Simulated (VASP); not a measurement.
## Ca: single point with PBE

Crystal: Ca.

```xyz
2
Lattice="0.0000 3.4130 3.4130 3.4130 0.0000 3.4130 3.4130 3.4130 0.0000" Properties=species:S:1:pos:R:3 pbc="T T T"
Ca   -0.8533   -0.8533   -0.8533
Ca    0.8533    0.8533    0.8533
```

This isn't the form of Ca at room conditions, which is fcc.

```
Program                : VASP 6.6.1
Task                   : single point
Functional             : PBE
Potentials or basis    : VASP PAW PBE potentials, release 64 (Ca_sv)
Cutoff                 : 520 eV
k mesh                 : 10 × 10 × 10
Occupations            : fermi-dirac, width 0.08 eV
Spin                   : no spin polarisation
Dipole correction      : no
Further INCAR settings : ALGO = Normal; EDIFF = 1e-06; NBANDS = 17
```

```json
{
  "Pressure": "4.6 GPa",
  "Band gap on the k mesh": "zero (bands 10 and 11 overlap by 0.97 eV)"
}
```

Levels at points of the mesh, in eV from the Fermi level:
```csv
k point,band 6,band 7,band 8,band 9,band 10,band 11,band 12,band 13,band 14,band 15
"(0.00, 0.00, 0.00)",-23.11,-23.11,-23.11,-3.77,0.70,0.70,1.02,1.02,1.02,2.19
"(0.50, 0.00, 0.00)",-23.12,-23.06,-23.06,-1.57,-0.99,0.53,0.53,1.23,1.23,1.23
"(0.50, 0.50, 0.00)",-23.35,-23.00,-23.00,-0.84,-0.84,0.30,0.30,1.39,1.39,2.50
```

Wall time 66 s on 1 thread of Intel Xeon 8259CL, with other jobs on the host, peak memory 0.22 GiB.

Caveat: the cell stands under pressure.
